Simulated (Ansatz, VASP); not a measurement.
**One calculation of NaI, two programs**

```xyz
2
Lattice="0.0000 3.2364 3.2849 3.2364 0.0000 3.2849 3.2364 3.2364 0.0000" Properties=species:S:1:pos:R:3 pbc="T T T"
Na    0.0000    0.0000    0.0000
I     3.2364    3.2364    3.2849
```

Change from the starting cell: strain +0.000 along x and y, +0.015 along z, atoms carried along.

Alike in both runs: task single point; functional PBE; k mesh 6 × 6 × 6; occupations gaussian, width 0.05 eV; no spin polarisation.

```csv
,VASP,Ansatz
version,VASP 6.6.1,Ansatz 0.2.0
potentials or method,"VASP PAW PBE potentials, release 64 (Na_pv, I), cutoff 520 eV","scalar-relativistic, plane waves, PAW"
valence electrons in the cell,14,26
```

```tsv
	VASP	Ansatz	Ansatz less VASP
gap on the k mesh at the Fermi level (eV)	3.59	3.59	+0.003
least direct gap on the mesh (eV)	3.59	3.59	+0.003
pressure (GPa)	0.2	0.2	-0.01
traceless stress, the component that is largest in VASP (GPa)	-0.23	-0.22	+0.001
```

VASP's potentials hold 14 valence electrons a cell and Ansatz's 26, so a difference there can come from the potentials and not from the codes.

Neither program's run includes spin-orbit coupling.
